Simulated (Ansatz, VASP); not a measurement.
# Mo in VASP and in Ansatz

INCAR

```
PREC = Accurate
ENCUT = 500
EDIFF = 1E-6
ISMEAR = 0
SIGMA = 0.1
LREAL = F
LASPH = T
NELM = 120
ALGO = Normal
ISIF = 2
LWAVE = F
LCHARG = F
GGA = PE
IVDW = 12
NBANDS = 13
GGA_COMPAT = F
```

KPOINTS

```
regular mesh
0
Gamma
  8 8 8
```

POSCAR

```
Mo
1.0
   -1.5710000000      1.5710000000      1.5710000000
    1.5710000000     -1.5710000000      1.5710000000
    1.5710000000      1.5710000000     -1.5710000000
Mo
1
Direct
    0.0000000000      0.0000000000      0.0000000000
```

Input for Ansatz:

```yaml
crystal:
  lattice:
    - [-1.571, 1.571, 1.571]
    - [1.571, -1.571, 1.571]
    - [1.571, 1.571, -1.571]
  atoms:
    - { symbol: Mo, position: [0.0, 0.0, 0.0] }
basis:
  ecutwfc: 420
kpoints:
  mp_grid: { grid: [8, 8, 8] }
hamiltonian:
  xc: pbe
  dispersion: d3bj
scf:
  occupations: { method: gaussian, width: 0.1 }
output:
  forces: true
  stress: true
  eigenvalues: true
```

Alike in both runs: task single point; functional PBE; dispersion D3(BJ); k mesh 8 × 8 × 8; occupations gaussian, width 0.1 eV; no spin polarisation.

|  | VASP | Ansatz |
| --- | --- | --- |
| version | VASP 6.6.1 | Ansatz 0.2.0 |
| potentials or method | VASP PAW PBE potentials, release 64 (Mo_sv), cutoff 500 eV | scalar-relativistic, plane waves, PAW |
| valence electrons in the cell | 14 | 14 |

```tsv
	VASP	Ansatz	Ansatz less VASP
gap on the k mesh at the Fermi level (eV)	none	none	-
pressure (GPa)	-1.8	-2.4	-0.56
```

A gap of «none» marks a metal or a gap that the smearing closes.
